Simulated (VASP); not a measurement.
Input of a VASP 6.6.1 run:

INCAR

```
SYSTEM = Ag
PREC = Accurate ; ENCUT = 520
EDIFF = 1E-7 ; ISMEAR = 1
SIGMA = 0.05 ; LREAL = .False.
LASPH = .True. ; NELM = 100
ALGO = Normal ; ISIF = 2
LWAVE = .False. ; LCHARG = .True.
GGA = PS ; LELF = .True.
LVHAR = .True. ; NBANDS = 12
```

The input KPOINTS:

```
Automatic mesh
0
Gamma
  18 18 18
  0 0 0
```

File POSCAR:

```
Ag
1.0
    2.8668699920      0.0000000000      0.0000000000
    1.4334349960      2.4827822424      0.0000000000
    1.4334349960      0.8275940808      2.3407895464
Ag
1
Direct
    0.0000000000      0.0000000000      0.0000000000
```

Potentials or basis: VASP PAW PBE potentials, release 64 (Ag).

Run with:

```sh
$ cat potpaw_PBE.64/Ag/POTCAR > POTCAR
$ mpirun -np 1 vasp_std > vasp.out
```

Estimate the pressure.

-0.2 GPa.

Caveat: the PAW data sets were made with another functional, which shifts forces and pressure a little.
